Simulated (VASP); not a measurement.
Wanted: the native input for a VASP 6.6.1 run.

```yaml
Task: single point
Functional: r2SCAN
Potentials_or_basis: VASP PAW PBE potentials, release 64 (Na_pv, Cl)
Cutoff: 520 eV
k_mesh: 6 × 6 × 6, shifted
Occupations: gaussian, width 0.01 eV
Spin: no spin polarisation
Dipole_correction: no
Further_INCAR_settings: ALGO = Normal; EDIFF = 1e-06; NBANDS = 14; ISYM = 0
```

NaCl:

```
Na Cl
1.0
     0.00000    2.80273    2.80273
     2.80273    0.00000    2.80273
     2.80273    2.80273    0.00000
Na Cl
1 1
Direct
  0.00000 0.00000 0.00000
  0.50000 0.50000 0.50000
```

The input as run:

POSCAR

```
NaCl
1.0
    0.0000000000      2.8027319616      2.8027319616
    2.8027319616      0.0000000000      2.8027319616
    2.8027319616      2.8027319616      0.0000000000
Na Cl
1 1
Direct
    0.0000000000      0.0000000000      0.0000000000
    0.5000000000      0.5000000000      0.5000000000
```

INCAR.step1

```
  PREC = Accurate
  ENCUT = 520
  ISMEAR = 0
  SIGMA = 0.01
  LREAL = F
  LASPH = T
  NELM = 60
  ISYM = 0
  NBANDS = 14
  GGA = PE
  ALGO = Normal
  EDIFF = 1E-4
  LWAVE = T
  LCHARG = F
```

INCAR.step2

```
  PREC = Accurate
  ENCUT = 520
  EDIFF = 1E-6
  ISMEAR = 0
  SIGMA = 0.01
  LREAL = F
  LASPH = T
  NELM = 60
  ALGO = Normal
  ISIF = 2
  LWAVE = F
  LCHARG = F
  METAGGA = R2SCAN
  LMIXTAU = T
  ISYM = 0
  NBANDS = 14
  ISTART = 1
```

KPOINTS

```
Automatic mesh
0
Gamma
  6 6 6
  0.5 0.5 0.5
```

Potentials or basis: VASP PAW PBE potentials, release 64 (Na_pv, Cl).

Run with:

```console
$ cat potpaw_PBE.64/Na_pv/POTCAR potpaw_PBE.64/Cl/POTCAR > POTCAR
$ cp INCAR.step1 INCAR
$ mpirun -np 1 vasp_std > vasp.out
$ cp INCAR.step2 INCAR
$ mpirun -np 1 vasp_std > vasp.out
```

It gave:

The pressure is -0.2 GPa and the band gap on the k mesh is 6.25 eV.

Caveat: the PAW data sets were made with another functional, which shifts forces and pressure a little; a shifted mesh leaves out Γ, where band edges can lie.

It took 10 min on 1 thread of AMD EPYC 9R45 96-Core Processor (Zen 5), with other jobs on the host, peak memory 0.31 GiB.
